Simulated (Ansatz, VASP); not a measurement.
**SnSe2 in VASP and in Ansatz**

```
Sn Se
1.0
     3.91841    0.00000    0.00000
    -1.95920    3.39344    0.00000
     0.00000    0.00000    5.80517
Sn Se
1 2
Direct
  0.00000 0.00000 0.00000
  0.33333 0.66667 0.25000
  0.66667 0.33333 0.75000
```

Alike in both runs: task single point; functional PBEsol; dispersion D3(BJ); k mesh 12 × 12 × 6; occupations gaussian, width 0.05 eV; no spin polarisation.

|  | VASP | Ansatz |
| --- | --- | --- |
| version | VASP 6.6.1 | Ansatz 0.2.0 |
| potentials or method | VASP PAW PBE potentials, release 64 (Sn_d, Se), cutoff 520 eV | scalar-relativistic, plane waves, PAW |
| valence electrons in the cell | 26 | 46 |

|  | VASP | Ansatz | Ansatz less VASP |
| --- | --- | --- | --- |
| gap on the k mesh at the Fermi level (eV) | 0.06 | 0.07 | +0.010 |
| least direct gap on the mesh (eV) | 0.06 | 0.07 | +0.010 |
| pressure (GPa) | 0.0 | -0.1 | -0.13 |
| traceless stress, the component that is largest in VASP (GPa) | 3.36 | 3.38 | +0.019 |
| rms of the force components (eV/Å) | 0.440 | 0.431 | -0.0090 |

VASP's potentials were made for PBE, not for PBEsol. Atom by atom the forces differ by 0.009 eV/Å (rms over components). VASP's potentials hold 26 valence electrons a cell and Ansatz's 46, so a difference there can come from the potentials and not from the codes.
